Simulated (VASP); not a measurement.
Runs of VASP 6.6.1 on Y5F. The structure is that of space group I4/m (No. 87), or close to it. The cells are those of the table. 

```tsv
cell	gap on the mesh (eV)	pressure (GPa)	largest force (eV/Å)
a = 6.232 Å, angles 99.5, 99.5, 132.1°, 6 atoms	none	(b)	0.01
a = 6.105 Å, angles 99.5, 99.5, 132.0°, 6 atoms	none	3.0	0.01
a = 6.295 Å, angles 99.5, 99.5, 132.1°, 6 atoms	none	-1.4	0.01
a = 6.355 Å, angles 99.5, 99.5, 132.1°, 6 atoms	none	(a)	0.01
a = 6.039 Å, angles 99.5, 99.5, 132.0°, 6 atoms	none	4.9	0.01
```

Alike in all rows: task single point; level PBE; potentials or basis VASP PAW PBE potentials, release 64 (Y_sv, F); no spin polarisation; k mesh 8 × 8 × 8; cutoff (eV) 520; smearing gaussian 0.1 eV.

Q: Fill in the values left out.

A: (a) -2.5; (b) -0.1.

A k mesh can miss the band edges, and the runs leave out spin-orbit coupling on Y.

A gap of «none» marks levels without a gap at the run's occupations.
